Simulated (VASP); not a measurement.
Crystal: ZnO.

```xyz
2
Lattice="-0.0529 2.1338 2.1338 2.1338 -0.0529 2.1338 2.0809 2.0809 0.0000" Properties=species:S:1:pos:R:3 pbc="T T T"
Zn    0.0000    0.0000    0.0000
O     2.0809    2.0809    2.1338
```

This cell differs from its parent crystal: shear xy strain -5.0%.

Base run:

- Program: VASP 6.6.1
- Functional: PBE
- Potentials or basis: VASP PAW PBE potentials, release 64 (Zn, O_h)
- Cutoff: 1340 eV
- k mesh: 10 × 10 × 10
- Occupations: fermi-dirac, width 0.02 eV
- Spin: no spin polarisation

Its results: band gap on the k mesh 0.87 eV (least direct gap 2.10 eV); pressure 9.0 GPa.

**Question.** The run is repeated on the same cell with these changes: functional from PBE to r2SCAN; cutoff from 1340 eV to 1480 eV; occupations from fermi-dirac, width 0.02 eV to gaussian, width 0.01 eV. What comes out?

**Answer.** Band gap on the k mesh 1.50 eV (least direct gap 2.77 eV); pressure 1.3 GPa.

Caveats: the structure was generated, so it needn't be the stable form of ZnO; the cell stands under pressure (at least some runs); the PAW data sets were made with another functional, which shifts forces and pressure a little (at least some runs).

A k mesh can miss the band edges.
